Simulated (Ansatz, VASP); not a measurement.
## One calculation of BiSe4, two programs

The input INCAR:

```
SYSTEM = BiSe4
ALGO = Normal ; EDIFF = 1E-7
EDIFFG = -0.04 ; ENCUT = 600
GGA = PE ; IBRION = 2
ISIF = 3 ; ISMEAR = 0
LASPH = .True. ; LCHARG = .False.
LREAL = .False. ; LWAVE = .False.
NELM = 80 ; NSW = 90
PREC = Accurate ; SIGMA = 0.1
```

The input KPOINTS:

```
k-points
0
Gamma
  6 6 6
  0 0 0
```

File POSCAR:

```
BiSe4
1.0
   -2.4749083000      2.4749083000      5.9099665700
    2.4749083000     -2.4749083000      5.9099665700
    2.4749083000      2.4749083000     -5.9099665700
Bi Se
1 4
Direct
    0.0000000000      0.0000000000      0.0000000000
    0.6183366800      0.6183366800      0.0000000000
    0.7500000000      0.2500000000      0.5000000000
    0.2500000000      0.7500000000      0.5000000000
    0.3816633200      0.3816633200      0.0000000000
```

Input for Ansatz:

```yaml
crystal:
  lattice:
    - [-2.4749083, 2.4749083, 5.90996657]
    - [2.4749083, -2.4749083, 5.90996657]
    - [2.4749083, 2.4749083, -5.90996657]
  atoms:
    - { symbol: Bi, position: [0.0, 0.0, 0.0] }
    - { symbol: Se, position: [0.61833668, 0.61833668, 0.0] }
    - { symbol: Se, position: [0.75, 0.25, 0.5] }
    - { symbol: Se, position: [0.25, 0.75, 0.5] }
    - { symbol: Se, position: [0.38166332, 0.38166332, 0.0] }
basis:
  ecutwfc: 420
kpoints:
  mp_grid: { grid: [6, 6, 6] }
hamiltonian:
  xc: pbe
scf:
  occupations: { method: gaussian, width: 0.1 }
  lower_state_search: "off"
output:
  forces: true
  stress: true
  eigenvalues: true
relax:
  adjacent_minimum: "off"
  f_tol: 0.04
  max_steps: 70
  cell: { stress_tol: 0.4 }
```

Change from the starting cell: species swapped into the SrGa4 type (I4/mmm, No. 139).

Alike in both runs: task relaxation of cell and atoms; functional PBE; k mesh 6 × 6 × 6; occupations gaussian, width 0.1 eV; no spin polarisation.

|  | VASP | Ansatz |
| --- | --- | --- |
| version | VASP 6.6.1 | Ansatz 0.2.0 |
| potentials or method | VASP PAW PBE potentials, release 64 (Bi_d, Se), cutoff 600 eV | scalar-relativistic, plane waves, PAW |
| valence electrons in the cell | 39 | 79 |

Ansatz gave:

| Property | Result |
| --- | --- |
| gap on the k mesh at the Fermi level, each at its own relaxed structure (eV) | none |
| relaxed volume (Å³/atom) | 27.36 |
| relaxed cell length with the largest relative difference (Å) | 5.996 |

Q: Which values does VASP return?

A: gap on the k mesh at the Fermi level, each at its own relaxed structure (eV): none; relaxed volume (Å³/atom): 27.55; relaxed cell length with the largest relative difference (Å): 6.017.

A gap of «none» marks a metal or a gap that the smearing closes. VASP's potentials hold 39 valence electrons a cell and Ansatz's 79, so a difference there can come from the potentials and not from the codes.

Spin-orbit coupling is off throughout.
